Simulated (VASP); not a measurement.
Ge, 2 atoms in the cell. The cell holds a slab with vacuum, 2 atoms: a = 4.030 Å, b = 4.030 Å, c = 28.000 Å, α = 90.00°, β = 90.00°, γ = 120.00°. 

```yaml
Program: VASP 6.6.1
Task: single point
Functional: PBE
Dispersion: D3(BJ)
Potentials_or_basis: VASP PAW PBE potentials, release 64 (Ge_d)
Cutoff: 520 eV
k_mesh: 12 × 12 × 1
Occupations: gaussian, width 0.1 eV
Spin: no spin polarisation
Dipole_correction: yes
Further_INCAR_settings: ALGO = Normal; EDIFF = 1e-06; NBANDS = 21
```

Potentials or basis: VASP PAW PBE potentials, release 64 (Ge_d).

The run is started by

```bash
$ cat potpaw_PBE.64/Ge_d/POTCAR > POTCAR
$ mpirun -np 1 vasp_std > vasp.out
```

Hardware: 1 thread of Intel(R) Xeon(R) Platinum 8259CL CPU @ 2.50GHz (Skylake/Cascade Lake), on a shared host.

Task: Estimate the wall time of this run.

Result: It took 3.8 min on 1 thread of Intel(R) Xeon(R) Platinum 8259CL CPU @ 2.50GHz (Skylake/Cascade Lake), with other jobs on the host, peak memory 0.51 GiB. Counts: scf iterations 21, k points 19.
